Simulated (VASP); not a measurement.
Cd, 2 atoms in the cell. Symmetry: Fd-3m, No. 227, cubic system. Conventional cell: a = 6.103 Å, b = 6.103 Å, c = 6.103 Å, α = 90.00°, β = 90.00°, γ = 90.00°. Within 3.5 Å of Cd (site symmetry -43m) lie 4 Cd at 2.64 Å. This isn't the form of Cd at room conditions, which is hcp.

| Item | Value |
| --- | --- |
| Program | VASP 6.6.1 |
| Task | single point |
| Functional | PBE |
| Potentials or basis | VASP PAW PBE potentials, release 64 (Cd) |
| Cutoff | 520 eV |
| k mesh | 12 × 12 × 12 |
| Occupations | fermi-dirac, width 0.08 eV |
| Spin | no spin polarisation |
| Dipole correction | no |
| Further INCAR settings | ALGO = Normal; EDIFF = 1e-06; NBANDS = 19 |

Potentials or basis: VASP PAW PBE potentials, release 64 (Cd).

The run is started by

```bash
$ cat potpaw_PBE.64/Cd/POTCAR > POTCAR
$ mpirun -np 1 vasp_std > vasp.out
```

Hardware: 1 thread of Intel(R) Xeon(R) Platinum 8259CL CPU @ 2.50GHz (Skylake/Cascade Lake), with other jobs on the host.

Problem. Estimate the wall time of this run.

Solution. Wall time 49 s on 1 thread of Intel(R) Xeon(R) Platinum 8259CL CPU @ 2.50GHz (Skylake/Cascade Lake), with other jobs on the host, peak memory 0.21 GiB. Counts: scf iterations 11, k points 72.
